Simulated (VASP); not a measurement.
# Si (Imma) in VASP: single point with PBE

Aim: the single point of Si with PBE.

Everything below comes from runs of VASP 6.6.1. Logs are shortened: lines on timing, memory, paths and dates and some standing lists are left out, and cuts for length are marked.

### 1 The cell of the first run

The structure is orthorhombic, space group Imma (No. 74). The conventional cell has a = 4.588 Å, b = 4.946 Å, c = 2.697 Å, α = 90.00°, β = 90.00°, γ = 90.00°. Si (site symmetry mm2) has 10 Si at 2.47 to 3.36 Å within 3.4 Å.

### 2 Single point, PBE

File INCAR:

```
SYSTEM = Si
  PREC = Accurate
  ENCUT = 500
  EDIFF = 1E-6
  ISMEAR = 0
  SIGMA = 0.1
  LREAL = .False.
  LASPH = .True.
  NELM = 120
  ALGO = Normal
  ISIF = 2
  LWAVE = .False.
  LCHARG = .False.
  GGA = PE
  NBANDS = 11
  GGA_COMPAT = .False.
```

File KPOINTS:

```
regular mesh
0
Gamma
  8 8 8
  0 0 0
```

File POSCAR:

```
Si
1.0
   -2.2941595119      2.4732427942      1.3484315588
    2.2941595119     -2.4732427942      1.3484315588
    2.2941595119      2.4732427942     -1.3484315588
Si
2
Direct
    0.6719274102      0.9219274102      0.7500000000
    0.3280725898      0.0780725898      0.2500000000
```

Potentials or basis: VASP PAW PBE potentials, release 64 (Si).

Run with:

```sh
> cat potpaw_PBE.64/Si/POTCAR > POTCAR
> mpirun -np 1 vasp_std > vasp.out
```

OUTCAR:

```text
SYSTEM = Si
   PREC = Accurate
   ENCUT = 500
   EDIFF = 1E-6
   ISMEAR = 0
   LREAL = .False.
   LASPH = .True.
   NELM = 120
   ISIF = 2
   GGA = PE

 ion  position               nearest neighbor table
   1  0.672  0.922  0.750-   2 2.47   2 2.47   2 2.51   2 2.51   2 2.90   2 2.90
   2  0.328  0.078  0.250-   1 2.47   1 2.47   1 2.51   1 2.51   1 2.90   1 2.90

  LATTYP: Found a body centered orthorhombic cell.
 ALAT       =     2.6968631176
 B/A-ratio  =     1.7013540635
 C/A-ratio  =     1.8341626448

  Lattice vectors:

 A1 = (   2.2941595119,  -2.4732427942,   1.3484315588)
 A2 = (  -2.2941595119,  -2.4732427942,  -1.3484315588)
 A3 = (   2.2941595119,   2.4732427942,  -1.3484315588)

Analysis of symmetry for initial positions (statically):
=====================================================================
 Subroutine PRICEL returns:
 Original cell was already a primitive cell.

 Routine SETGRP: Setting up the symmetry group for a
 body centered orthorhombic supercell.

 Subroutine GETGRP returns: Found  8 space group operations
 (whereof  4 operations were pure point group operations)
 out of a pool of  8 trial point group operations.

The static configuration has the point symmetry C_2h.
 The point group associated with its full space group is D_2h.

Analysis of symmetry for dynamics (positions and initial velocities):
=====================================================================
 Subroutine PRICEL returns:
 Original cell was already a primitive cell.

 Routine SETGRP: Setting up the symmetry group for a
 body centered orthorhombic supercell.

 Subroutine GETGRP returns: Found  8 space group operations
 (whereof  4 operations were pure point group operations)
 out of a pool of  8 trial point group operations.

The dynamic configuration has the point symmetry C_2h.
 The point group associated with its full space group is D_2h.

 Subroutine INISYM returns: Found  8 space group operations
 (whereof  4 operations are pure point group operations),
 and found     1 'primitive' translations

----------------------------------------------------------------------------------------

                                     Primitive cell

  volume of cell :      30.6041

  direct lattice vectors                    reciprocal lattice vectors
    -2.294159512  2.473242794  1.348431559     0.000000000  0.202163735  0.370801170
     2.294159512 -2.473242794  1.348431559     0.217944741  0.000000000  0.370801170
[... 93 lines left out ...]
   POTIM  = 0.5000    time-step for ionic-motion
   TEBEG  =    0.0;   TEEND  =   0.0 temperature during run
   PSTRESS=    0.0 pullay stress
   NELECT =       8.0000    total number of electrons
   NUPDOWN=      -1.0000    fix difference up-down
   EMIN   =  10.00;   EMAX   =-10.00  energy-range for DOS
   EFERMI =   0.00;   METHOD = LEGACY
   ISMEAR =     0;   SIGMA  =   0.10  broadening in eV -4-tet -1-fermi 0-gaus
   EFERMI_NEDOS =   21; number of points for ismear=-14 and -15
   IALGO  =     38    algorithm
   IMIX   =      4    mixing-type and parameters
     AMIX     =   0.40;   BMIX     =  1.00
     AMIX_MAG =   1.60;   BMIX_MAG =  1.00
  volume/ion in A,a.u.               =      15.30       103.26
  Fermi-wavevector in a.u.,A,eV,Ry     =   1.046755  1.978080 14.907851  1.095696
  Thomas-Fermi vector in A             =   2.181607
   LORBIT       =      0    0 simple, 1 ext, 2 COOP (PROOUT), +10 PAW based schemes
   GGA     = PE    functional components
   LHFCALC =     F    Hartree Fock is set to
   AEXX    =    0.0000 exact exchange contribution
   IVDW    =     0    specifies the selected vdW correction
   LEPSILON=     F    determine dielectric tensor
   LRPA    =     F    only Hartree local field effects (RPA)
 non-spin polarized calculation
 Gauss-broadening in eV      SIGMA  =   0.10
  energy-cutoff  :      500.00
  volume of cell :       30.60
 maximum number of plane-waves:       792
 NGX is ok and might be reduce to    28
   NGX = 13   NGY = 13   NGZ = 13

 number of electron       8.0000000 magnetization

 Free energy of the ion-electron system (eV)
  ---------------------------------------------------
  ext. energy  EPLUGINS =         0.00000000
  ---------------------------------------------------
  free energy    TOTEN  =       -10.25589928 eV

  energy without entropy =      -10.25171712  energy(sigma->0) =      -10.25380820

 E-fermi :   9.1106     XC(G=0): -10.8901

 val. band max:        9.0625651259   @ k =   0.2500   0.0000   0.0000
 cond. band min:       9.1609530895   @ k =   0.5000   0.1250   0.0000
 fundamental gap:      0.0983879635
 Fermi energy:         9.1106272484

 k-point     1 :       0.0000    0.0000    0.0000
  band No.  band energies     occupation
      1      -4.6094      2.00000
      2       6.3957      2.00000
      3       7.2121      2.00000
      4       7.4404      2.00000
      5      10.8417      0.00000
      6      16.3545      0.00000
      7      16.9880      0.00000
      8      18.0098      0.00000
      9      18.0948      0.00000
     10      19.1518      0.00000
     11      21.0443      0.00000
[... 309 lines left out ...]
 k-point    24 :       0.2500    0.3750    0.0000
  band No.  band energies     occupation
      1       1.0733      2.00000
      2       2.1761      2.00000
      3       4.4137      2.00000
      4       7.4721      2.00000
      5       9.2002      0.20510
      6      11.1388      0.00000
      7      14.7028      0.00000
      8      16.9311      0.00000
      9      18.1161      0.00000
     10      19.7133      0.00000
     11      21.2059      0.00000

 [... further k-points ...]

------------------------ aborting loop because EDIFF is reached ----------------------------------------

  FORCE on cell =-STRESS in cart. coord.  units (eV):
  Direction    XX          YY          ZZ          XY          YZ          ZX
  --------------------------------------------------------------------------------------
  -------------------------------------------------------------------------------------
  Total        0.5311050     -0.2799904      0.0400130      0.0000000      0.0000000      0.0000000
  in kB       27.8042847    -14.6579921      2.0947487      0.0000000      0.0000000      0.0000000
  external PRESSURE =       5.0803471 kB  Pullay stress =       0.0000000 kB

 VOLUME and BASIS-vectors are now :
 -----------------------------------------------------------------------------
  energy-cutoff  :      500.00
  volume of cell :       30.60
      direct lattice vectors                 reciprocal lattice vectors
    -2.294159512  2.473242794  1.348431559     0.000000000  0.202163735  0.370801170
     2.294159512 -2.473242794  1.348431559     0.217944741  0.000000000  0.370801170
     2.294159512  2.473242794 -1.348431559     0.217944741  0.202163735  0.000000000

 POSITION                                       TOTAL-FORCE (eV/Angst)
 -----------------------------------------------------------------------------------
      2.29416      1.23662      1.13788         0.000000      0.000000      0.051025
      0.00000      1.23662      0.21055        -0.000000     -0.000000     -0.051025
 -----------------------------------------------------------------------------------
    total drift:                               -0.000000      0.000000      0.000000

  FREE ENERGIE OF THE ION-ELECTRON SYSTEM (eV)
  ---------------------------------------------------
  free  energy   TOTEN  =       -10.2558992768 eV

  energy  without entropy=      -10.2517171237  energy(sigma->0) =      -10.25380820
```

OSZICAR:

```text
N       E                     dE             d eps       ncg     rms          rms(c)
DAV:   1     0.396685796375E+01    0.39669E+01   -0.32985E+03  2090   0.591E+02
DAV:   2    -0.989268416684E+01   -0.13860E+02   -0.13384E+02  2723   0.793E+01
DAV:   3    -0.102695330647E+02   -0.37685E+00   -0.37328E+00  2732   0.107E+01
DAV:   4    -0.102710020510E+02   -0.14690E-02   -0.14686E-02  2523   0.827E-01
DAV:   5    -0.102710088899E+02   -0.68389E-05   -0.68377E-05  2666   0.521E-02    0.404E+00
DAV:   6    -0.102616801335E+02    0.93288E-02   -0.47032E-03  2470   0.336E-01    0.234E+00
DAV:   7    -0.102559098539E+02    0.57703E-02   -0.10401E-02  2358   0.529E-01    0.211E-01
DAV:   8    -0.102559117703E+02   -0.19164E-05   -0.66923E-04  2505   0.146E-01    0.564E-02
DAV:   9    -0.102558996896E+02    0.12081E-04   -0.31513E-05  2641   0.304E-02    0.269E-02
DAV:  10    -0.102558992768E+02    0.41281E-06   -0.25222E-06  2378   0.944E-03
   1 F= -.10255899E+02 E0= -.10253808E+02  d E =-.418215E-02
```

Run time: 24 s. Hardware: 1 thread of Intel Xeon Platinum 8259CL at 2.50GHz (Skylake/Cascade Lake), shared host; peak memory 0.16 GiB.

Results:

| Property | Result |
| --- | --- |
| Free energy | -10.2559 eV |
| Pressure | 0.5 GPa |
| Largest force | 0.051 eV/Å |
| Band gap on the k mesh | zero (bands 4 and 5 overlap by 6.36 eV) |

Forces in eV/Å, atoms in the order of the input:
```
Si   0.000  0.000  0.051
Si   0.000  0.000 -0.051
```

Stress tensor (GPa, compression positive):
```
 2.78  0.00  0.00
 0.00 -1.47  0.00
 0.00  0.00  0.21
```
